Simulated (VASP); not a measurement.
A run of VASP 6.6.1 is set up as follows.

POSCAR

```
Lu
1.0
    0.0000000000      2.4455231465      2.4455231465
    2.4455231465      0.0000000000      2.4455231465
    2.4455231465      2.4455231465      0.0000000000
Lu
1
Direct
    0.0000000000      0.0000000000      0.0000000000
```

Contents of INCAR.step1:

```
PREC = Accurate ; ENCUT = 520
ISMEAR = -1 ; SIGMA = 0.1
LREAL = F ; LASPH = T
NELM = 100 ; NBANDS = 18
GGA = PE ; ALGO = Normal
EDIFF = 1E-4 ; LWAVE = T
LCHARG = F
```

File INCAR.step2:

```
PREC = Accurate ; ENCUT = 520
EDIFF = 1E-6 ; ISMEAR = -1
SIGMA = 0.1 ; LREAL = F
LASPH = T ; NELM = 100
ALGO = Normal ; ISIF = 2
LWAVE = F ; LCHARG = F
METAGGA = R2SCAN ; LMIXTAU = T
NBANDS = 18 ; ISTART = 1
```

Contents of KPOINTS:

```
Automatic mesh
0
Gamma
  12 12 12
```

Potentials or basis: VASP PAW PBE potentials, release 64 (Lu).

Command:

```sh
$ cat potpaw_PBE.64/Lu/POTCAR > POTCAR
$ cp INCAR.step1 INCAR
$ mpirun -np 1 vasp_std > vasp.out
$ cp INCAR.step2 INCAR
$ mpirun -np 1 vasp_std > vasp.out
```

Task: Estimate the band gap on the k mesh.

Result: Zero (an odd number of electrons rules out a gap without spin polarisation).

Task: Predict the pressure.

Result: 0.2 GPa.

Caveat: the PAW data sets were made with another functional, which shifts forces and pressure a little; spin-orbit coupling is left out, which moves the levels of the heavy elements.
